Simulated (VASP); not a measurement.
# Ti2GeRu3 (P6_3/mmc) in VASP: single point with PBE

Aim: the single point of Ti2GeRu3 with PBE.

Everything below comes from runs of VASP 6.6.1. Logs are shortened: lines on timing, memory, paths and dates and some standing lists are left out, and cuts for length are marked.

## Step 1: The cell of the first run

Symmetry: P6_3/mmc, No. 194, hexagonal system. Conventional cell: a = 2.995 Å, b = 2.995 Å, c = 23.324 Å, α = 90.00°, β = 90.00°, γ = 120.00°. Within 3.4 Å of Ti (site symmetry 3m) lie 6 Ru at 2.61 to 2.66 Å and 6 Ti at 3.00 Å. Ge (site symmetry -6m2) has 6 Ru at 2.54 Å and 6 Ge at 3.00 Å within 3.3 Å. Within 3.4 Å of Ru (site symmetry -3m) lie 6 Ti at 2.61 Å and 6 Ru at 3.00 Å. Ru (site symmetry 3m) has 3 Ge at 2.54 Å and 3 Ti at 2.66 Å and 6 Ru at 3.00 Å within 3.3 Å.

## Step 2: Single point, PBE

Input file INCAR:

```
ALGO     = Fast           # electronic algorithm
EDIFF    = 1E-6           # SCF threshold, eV
ENCUT    = 520            # plane-wave cutoff, eV
GGA      = PE             # functional
ISIF     = 2              # what is computed and relaxed
ISMEAR   = 0              # smearing method
LASPH    = True           # aspherical terms in the spheres
LCHARG   = False          # write CHGCAR
LREAL    = False          # projectors in reciprocal space
LWAVE    = False          # write WAVECAR
NBANDS   = 92             # bands
NELM     = 100            # most SCF steps
PREC     = Accurate       # precision mode
SIGMA    = 0.1            # smearing width, eV
```

Input file KPOINTS:

```
k-points
0
Gamma
  6 6 1
```

Input file POSCAR:

```
Ti2GeRu3
1.0
    2.9954070592      0.0000000000      0.0000000000
   -1.4977035296      2.5940986080      0.0000000000
    0.0000000000      0.0000000000     23.3240172372
Ti Ge Ru
4 2 6
Direct
    0.3333333333      0.6666666667      0.9160182940
    0.6666666667      0.3333333333      0.4160182940
    0.6666666667      0.3333333333      0.0839817060
    0.3333333333      0.6666666667      0.5839817060
    0.0000000000      0.0000000000      0.2500000000
    0.0000000000      0.0000000000      0.7500000000
    0.0000000000      0.0000000000      0.5000000000
    0.0000000000      0.0000000000      0.0000000000
    0.3333333333      0.6666666667      0.3295776591
    0.6666666667      0.3333333333      0.8295776591
    0.6666666667      0.3333333333      0.6704223409
    0.3333333333      0.6666666667      0.1704223409
```

Potentials or basis: VASP PAW PBE potentials, release 64 (Ti_sv, Ge_d, Ru_pv).

Started as:

```
> cat potpaw_PBE.64/Ti_sv/POTCAR potpaw_PBE.64/Ge_d/POTCAR potpaw_PBE.64/Ru_pv/POTCAR > POTCAR
> mpirun -np 1 vasp_std > vasp.out
```

OUTCAR:

```text
EDIFF = 1E-6
   ENCUT = 520
   GGA = PE
   ISIF = 2
   ISMEAR = 0
   LASPH = True
   LREAL = False
   NELM = 100
   PREC = Accurate

 ion  position               nearest neighbor table
   1  0.333  0.667  0.916-   8 2.61   8 2.61   8 2.61  10 2.66  10 2.66  10 2.66
   2  0.667  0.333  0.416-   7 2.61   7 2.61   7 2.61   9 2.66   9 2.66   9 2.66
   3  0.667  0.333  0.084-   8 2.61   8 2.61   8 2.61  12 2.66  12 2.66  12 2.66
   4  0.333  0.667  0.584-   7 2.61   7 2.61   7 2.61  11 2.66  11 2.66  11 2.66
   5  0.000  0.000  0.250-   9 2.54  12 2.54   9 2.54  12 2.54   9 2.54  12 2.54
   6  0.000  0.000  0.750-  10 2.54  11 2.54  10 2.54  11 2.54  10 2.54  11 2.54
   7  0.000  0.000  0.500-   2 2.61   4 2.61   2 2.61   4 2.61   2 2.61   4 2.61
   8  0.000  0.000  0.000-   1 2.61   3 2.61   3 2.61   1 2.61   3 2.61   1 2.61
   9  0.333  0.667  0.330-   5 2.54   5 2.54   5 2.54   2 2.66   2 2.66   2 2.66
  10  0.667  0.333  0.830-   6 2.54   6 2.54   6 2.54   1 2.66   1 2.66   1 2.66
  11  0.667  0.333  0.670-   6 2.54   6 2.54   6 2.54   4 2.66   4 2.66   4 2.66
  12  0.333  0.667  0.170-   5 2.54   5 2.54   5 2.54   3 2.66   3 2.66   3 2.66

  LATTYP: Found a hexagonal cell.
 ALAT       =     2.9954070592
 C/A-ratio  =     7.7865935334

  Lattice vectors:

 A1 = (   2.9954070592,   0.0000000000,   0.0000000000)
 A2 = (  -1.4977035296,   2.5940986080,   0.0000000000)
 A3 = (   0.0000000000,   0.0000000000,  23.3240172372)

Analysis of symmetry for initial positions (statically):
=====================================================================
 Subroutine PRICEL returns:
 Original cell was already a primitive cell.

 Routine SETGRP: Setting up the symmetry group for a
 hexagonal supercell.

 Subroutine GETGRP returns: Found 24 space group operations
 (whereof 12 operations were pure point group operations)
 out of a pool of 24 trial point group operations.

The static configuration has the point symmetry D_3d.
 The point group associated with its full space group is D_6h.

Analysis of symmetry for dynamics (positions and initial velocities):
=====================================================================
 Subroutine PRICEL returns:
 Original cell was already a primitive cell.

 Routine SETGRP: Setting up the symmetry group for a
 hexagonal supercell.

 Subroutine GETGRP returns: Found 24 space group operations
 (whereof 12 operations were pure point group operations)
 out of a pool of 24 trial point group operations.

The dynamic configuration has the point symmetry D_3d.
 The point group associated with its full space group is D_6h.

 Subroutine INISYM returns: Found 24 space group operations
 (whereof 12 operations are pure point group operations),
 and found     1 'primitive' translations

----------------------------------------------------------------------------------------

                                     Primitive cell

  volume of cell :     181.2365

  direct lattice vectors                    reciprocal lattice vectors
     2.995407059  0.000000000  0.000000000     0.333844443  0.192745179  0.000000000
    -1.497703530  2.594098608  0.000000000     0.000000000  0.385490358  0.000000000
     0.000000000  0.000000000 23.324017237     0.000000000  0.000000000  0.042874261

  length of vectors
     2.995407059  2.995407059 23.324017237     0.385490358  0.385490358  0.042874261

  position of ions in fractional coordinates (direct lattice)
     0.333333333  0.666666667  0.916018294
     0.666666667  0.333333333  0.416018294
     0.666666667  0.333333333  0.083981706
     0.333333333  0.666666667  0.583981706
     0.000000000  0.000000000  0.250000000
     0.000000000  0.000000000  0.750000000
     0.000000000  0.000000000  0.500000000
     0.000000000  0.000000000  0.000000000
     0.333333333  0.666666667  0.329577659
     0.666666667  0.333333333  0.829577659
     0.666666667  0.333333333  0.670422341
     0.333333333  0.666666667  0.170422341

  ion indices of the primitive-cell ions
   primitive index   ion index
                 1           1
                 2           2
                 3           3
                 4           4
                 5           5
                 6           6
                 7           7
                 8           8
                 9           9
                10          10
                11          11
                12          12

----------------------------------------------------------------------------------------

 KPOINTS: k-points

Automatic generation of k-mesh.
 Grid dimensions read from file:
 generate k-points for:    6    6    1

 Generating k-lattice:

  Cartesian coordinates                     Fractional coordinates (reciprocal lattice)
     0.055640740  0.032124196  0.000000000     0.166666667  0.000000000  0.000000000
     0.000000000  0.064248393  0.000000000     0.000000000  0.166666667  0.000000000
     0.000000000  0.000000000  0.042874261     0.000000000  0.000000000  1.000000000

  Length of vectors
     0.064248393  0.064248393  0.042874261

  Shift w.r.t. Gamma in fractional coordinates (k-lattice)
     0.000000000  0.000000000  0.000000000

 Subroutine IBZKPT returns following result:
 ===========================================

 Found      7 irreducible k-points:

 Following reciprocal coordinates:
            Coordinates               Weight
  0.000000  0.000000  0.000000      1.000000
  0.166667  0.000000  0.000000      6.000000
  0.333333 -0.000000  0.000000      6.000000
  0.500000  0.000000  0.000000      3.000000
  0.166667  0.166667  0.000000      6.000000
  0.333333  0.166667  0.000000     12.000000
  0.333333  0.333333  0.000000      2.000000
   k-points           NKPTS =      7   k-points in BZ     NKDIM =      7   number of bands    NBANDS=     92
   number of dos      NEDOS =    301   number of ions     NIONS =     12
   total plane-waves  NPLWV = 103680
   dimension x,y,z NGX =    24 NGY =   24 NGZ =  180
   dimension x,y,z NGXF=    48 NGYF=   48 NGZF=  360
   ions per type =               4   2   6
   NGX,Y,Z   is equivalent  to a cutoff of  13.32, 13.32, 12.83 a.u.
   NGXF,Y,Z  is equivalent  to a cutoff of  26.64, 26.64, 25.66 a.u.
 SYSTEM =  unknown system
   PREC   = accura    normal or accurate (medium, high low for compatibility)
   ISTART =      0    job   : 0-new  1-cont  2-samecut
   ICHARG =      2    charge: 1-file 2-atom 10-const
   ISPIN  =      1    spin polarized calculation?
   LNONCOLLINEAR =      F non collinear calculations
   LSORBIT =      F    spin-orbit coupling
   LASPH  =      T    aspherical Exc in radial PAW
   ENCUT  =  520.0 eV  38.22 Ry    6.18 a.u.   5.57  5.57 43.37*2*pi/ulx,y,z
   NELM   =    100;   NELMIN=  2; NELMDL= -5     # of ELM steps
   EDIFF  = 0.1E-05   stopping-criterion for ELM
   LREAL  =      F    real-space projection
   EDIFFG = 0.1E-04   stopping-criterion for IOM
   NSW    =      0    number of steps for IOM
   IBRION =     -1    ionic relax: 0-MD 1-quasi-New 2-CG
   NFREE  =      0    steps in history (QN), initial steepest desc. (CG)
   ISIF   =      2    stress and relaxation
   ISYM   =      2    0-nonsym 1-usesym 2-fastsym
   POTIM  = 0.5000    time-step for ionic-motion
   TEBEG  =    0.0;   TEEND  =   0.0 temperature during run
   PSTRESS=    0.0 pullay stress
   NELECT =     160.0000    total number of electrons
   NUPDOWN=      -1.0000    fix difference up-down
   EMIN   =  10.00;   EMAX   =-10.00  energy-range for DOS
   EFERMI =   0.00;   METHOD = LEGACY
   ISMEAR =     0;   SIGMA  =   0.10  broadening in eV -4-tet -1-fermi 0-gaus
   EFERMI_NEDOS =   21; number of points for ismear=-14 and -15
   IALGO  =     68    algorithm
   IMIX   =      4    mixing-type and parameters
     AMIX     =   0.40;   BMIX     =  1.00
     AMIX_MAG =   1.60;   BMIX_MAG =  1.00
  volume/ion in A,a.u.               =      15.10       101.92
  Fermi-wavevector in a.u.,A,eV,Ry     =   1.570482  2.967780 33.557591  2.466413
  Thomas-Fermi vector in A             =   2.672209
   LORBIT       =      0    0 simple, 1 ext, 2 COOP (PROOUT), +10 PAW based schemes
   GGA     = PE    functional components
   LHFCALC =     F    Hartree Fock is set to
   AEXX    =    0.0000 exact exchange contribution
   IVDW    =     0    specifies the selected vdW correction
   LEPSILON=     F    determine dielectric tensor
   LRPA    =     F    only Hartree local field effects (RPA)
 non-spin polarized calculation
 RMM-DIIS sequential band-by-band and
 Gauss-broadening in eV      SIGMA  =   0.10
  energy-cutoff  :      520.00
  volume of cell :      181.24
 maximum number of plane-waves:      4947
 NGX is ok and might be reduce to    24
   NGX = 11   NGY = 11   NGZ = 87

 number of electron     160.0000053 magnetization

 Free energy of the ion-electron system (eV)
  ---------------------------------------------------
  ext. energy  EPLUGINS =         0.00000000
  ---------------------------------------------------
  free energy    TOTEN  =       -98.88277896 eV

  energy without entropy =      -98.80560512  energy(sigma->0) =      -98.84419204

 E-fermi :  10.3042     XC(G=0): -12.8241

 val. band max:       10.2845947119   @ k =   0.3333  -0.0000   0.0000
 cond. band min:      10.3111469644   @ k =   0.3333  -0.0000   0.0000
 fundamental gap:      0.0265522525
 Fermi energy:        10.3042243431

 k-point     1 :       0.0000    0.0000    0.0000
  band No.  band energies     occupation
      1     -46.6815      2.00000
      2     -46.6815      2.00000
      3     -46.6791      2.00000
      4     -46.6791      2.00000
      5     -32.2213      2.00000
      6     -32.2161      2.00000
[... 84 lines left out ...]
     91      11.4490      0.00000
     92      12.3947      0.00000

 k-point     2 :       0.1667    0.0000    0.0000
  band No.  band energies     occupation
      1     -46.6668      2.00000
      2     -46.6668      2.00000
      3     -46.6651      2.00000
      4     -46.6651      2.00000
      5     -32.2085      2.00000
      6     -32.2048      2.00000
[... 559 lines left out ...]
     91      12.2119      0.00000
     92      12.2547      0.00000

------------------------ aborting loop because EDIFF is reached ----------------------------------------

  FORCE on cell =-STRESS in cart. coord.  units (eV):
  Direction    XX          YY          ZZ          XY          YZ          ZX
  --------------------------------------------------------------------------------------
  -------------------------------------------------------------------------------------
  Total       -0.4482217     -0.4482217     -0.1628126     -0.0000000      0.0000000      0.0000000
  in kB       -3.9623951     -3.9623951     -1.4393049     -0.0000000      0.0000000      0.0000000
  external PRESSURE =      -3.1213650 kB  Pullay stress =       0.0000000 kB

 VOLUME and BASIS-vectors are now :
 -----------------------------------------------------------------------------
  energy-cutoff  :      520.00
  volume of cell :      181.24
      direct lattice vectors                 reciprocal lattice vectors
     2.995407059  0.000000000  0.000000000     0.333844443  0.192745179  0.000000000
    -1.497703530  2.594098608  0.000000000     0.000000000  0.385490358  0.000000000
     0.000000000  0.000000000 23.324017237     0.000000000  0.000000000  0.042874261

 POSITION                                       TOTAL-FORCE (eV/Angst)
 -----------------------------------------------------------------------------------
     -0.00000      1.72940     21.36523         0.000000     -0.000000     -0.009312
      1.49770      0.86470      9.70322         0.000000     -0.000000     -0.009312
      1.49770      0.86470      1.95879        -0.000000      0.000000      0.009312
     -0.00000      1.72940     13.62080         0.000000      0.000000      0.009312
      0.00000      0.00000      5.83100         0.000000     -0.000000     -0.000000
      0.00000      0.00000     17.49301        -0.000000      0.000000     -0.000000
      0.00000      0.00000     11.66201        -0.000000     -0.000000     -0.000000
      0.00000      0.00000      0.00000        -0.000000     -0.000000     -0.000000
     -0.00000      1.72940      7.68708        -0.000000     -0.000000      0.038248
      1.49770      0.86470     19.34908        -0.000000      0.000000      0.038248
      1.49770      0.86470     15.63694        -0.000000     -0.000000     -0.038248
     -0.00000      1.72940      3.97493        -0.000000     -0.000000     -0.038248
 -----------------------------------------------------------------------------------
    total drift:                                0.000000      0.000000      0.000000

  FREE ENERGIE OF THE ION-ELECTRON SYSTEM (eV)
  ---------------------------------------------------
  free  energy   TOTEN  =       -98.8827789647 eV

  energy  without entropy=      -98.8056051166  energy(sigma->0) =      -98.84419204
```

Wall time 9.1 min (1 thread of Intel Xeon Platinum 8488C (Sapphire Rapids), shared host); peak memory 0.36 GiB.

What came out:

```yaml
Free_energy: -98.8828 eV
Pressure: -0.3 GPa
Largest_force: 0.038 eV/Å
Band_gap_on_the_k_mesh: zero (bands 80 and 81 overlap by 1.59 eV)
```

Forces in eV/Å, atoms in the order of the input:
```
Ti   0.000  0.000 -0.009
Ti   0.000  0.000 -0.009
Ti   0.000  0.000  0.009
Ti   0.000  0.000  0.009
Ge   0.000  0.000  0.000
Ge   0.000  0.000  0.000
Ru   0.000  0.000  0.000
Ru   0.000  0.000  0.000
Ru   0.000  0.000  0.038
Ru   0.000  0.000  0.038
Ru   0.000  0.000 -0.038
Ru   0.000  0.000 -0.038
```

Stress tensor (GPa, compression positive):
```
-0.40  0.00  0.00
 0.00 -0.40  0.00
 0.00  0.00 -0.14
```

Caveat: the k points lie up to 0.40 Å⁻¹ apart, too coarse for converged energies and pressures of a metal.

The gap in the log of VASP goes by the Fermi energy; the results here count the filled bands.